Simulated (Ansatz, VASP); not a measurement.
**Hg in VASP and in Ansatz**

```
Hg
1.0
     3.59651    0.00000    0.00000
    -1.79826    3.11467    0.00000
     0.00000    0.00000    5.58800
Hg
2
Cartesian
  0.0000 2.0764 4.1910
  1.7983 1.0382 1.3970
```

Alike in both runs: task relaxation of cell and atoms; functional PBE; k mesh 14 × 14 × 8; occupations gaussian, width 0.05 eV; no spin polarisation.

```csv
,VASP,Ansatz
version,VASP 6.6.1,Ansatz 0.2.0
potentials or method,"VASP PAW PBE potentials, release 64 (Hg_sv_GW), cutoff 500 eV","scalar-relativistic, plane waves, PAW"
valence electrons in the cell,40,40
```

Ansatz gave:

* relaxed volume (Å³/atom): 31.30
* relaxed cell length with the largest relative difference (Å): 3.597

Question: Which values does VASP return?

Answer: Relaxed volume (Å³/atom): 29.28; relaxed cell length with the largest relative difference (Å): 3.512.

One of these differences is far larger than is usual between the two programs; its cause wasn't traced.

Spin-orbit coupling is off throughout.
